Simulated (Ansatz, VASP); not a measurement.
GaN: VASP beside Ansatz

INCAR

```
SYSTEM = GaN
PREC     = Accurate       ! precision mode
ENCUT    = 600            ! plane-wave cutoff, eV
EDIFF    = 1E-6           ! SCF threshold, eV
ISMEAR   = 1              ! smearing method
SIGMA    = 0.1            ! smearing width, eV
LREAL    = .FALSE.        ! projectors in reciprocal space
LASPH    = .TRUE.         ! aspherical terms in the spheres
NELM     = 120            ! most SCF steps
ALGO     = Normal         ! electronic algorithm
ISIF     = 2              ! what is computed and relaxed
LWAVE    = .FALSE.        ! write WAVECAR
LCHARG   = .FALSE.        ! write CHGCAR
GGA      = PE             ! functional
NBANDS   = 16             ! bands
GGA_COMPAT= .FALSE.
```

KPOINTS

```
Automatic mesh
0
G
  6 6 6
  0 0 0
```

File POSCAR:

```
GaN
1.0
    0.0000000000      2.2535006075      2.2535006075
    2.2535006075      0.0000000000      2.2535006075
    2.2535006075      2.2535006075      0.0000000000
Ga N
1 1
Direct
    0.0000000000      0.0000000000      0.0000000000
    0.7500000000      0.7500000000      0.7500000000
```

Input for Ansatz:

```yaml
crystal:
  lattice:
    - [0.0, 2.2535006075, 2.2535006075]
    - [2.2535006075, 0.0, 2.2535006075]
    - [2.2535006075, 2.2535006075, 0.0]
  atoms:
    - { symbol: Ga, position: [0.0, 0.0, 0.0] }
    - { symbol: "N", position: [0.75, 0.75, 0.75] }
basis:
  ecutwfc: 420
kpoints:
  mp_grid: { grid: [6, 6, 6] }
hamiltonian:
  xc: pbe
scf:
  occupations: { method: cold }
  max_iter: 59
output:
  forces: true
  stress: true
  eigenvalues: true
```

Alike in both runs: task single point; functional PBE; k mesh 6 × 6 × 6; no spin polarisation.

```csv
,VASP,Ansatz
version,VASP 6.6.1,Ansatz 0.2.0
potentials or method,"VASP PAW PBE potentials, release 64 (Ga_d, N), cutoff 600 eV","scalar-relativistic, plane waves, PAW"
occupations,"methfessel-paxton of order 1, width 0.1 eV",cold
valence electrons in the cell,18,18
```

|  | VASP | Ansatz | Ansatz less VASP |
| --- | --- | --- | --- |
| gap on the k mesh at the Fermi level (eV) | 1.72 | 1.71 | -0.007 |
| least direct gap on the mesh (eV) | 1.72 | 1.71 | -0.007 |
| pressure (GPa) | 4.9 | 5.0 | +0.09 |
